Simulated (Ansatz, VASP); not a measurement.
**One calculation of CdF2, two programs**

```
CELL_PARAMETERS angstrom
0.00000 2.78264 2.78264
2.78264 0.00000 2.78264
2.78264 2.78264 0.00000
ATOMIC_POSITIONS crystal
Cd 0.00000 0.00000 0.00000
F 0.25000 0.25000 0.25000
F 0.75000 0.75000 0.75000
```

Change from the starting cell: hydrostatic strain +3.7%.

Alike in both runs: task single point; functional PBE; k mesh 8 × 8 × 8; occupations fermi-dirac, width 0.02 eV; no spin polarisation.

```csv
,VASP,Ansatz
version,VASP 6.6.1,Ansatz 0.2.0
potentials or method,"VASP PAW PBE potentials, release 64 (Cd, F)","plane waves, PAW"
plane-wave cutoff (eV),520,420
valence electrons in the cell,26,34
```

```csv
,VASP,Ansatz,Ansatz less VASP
gap on the k mesh at the Fermi level (eV),2.73,2.75,+0.028
pressure (GPa),-3.4,-3.8,-0.38
```

VASP's potentials hold 26 valence electrons a cell and Ansatz's 34, so a difference there can come from the potentials and not from the codes.
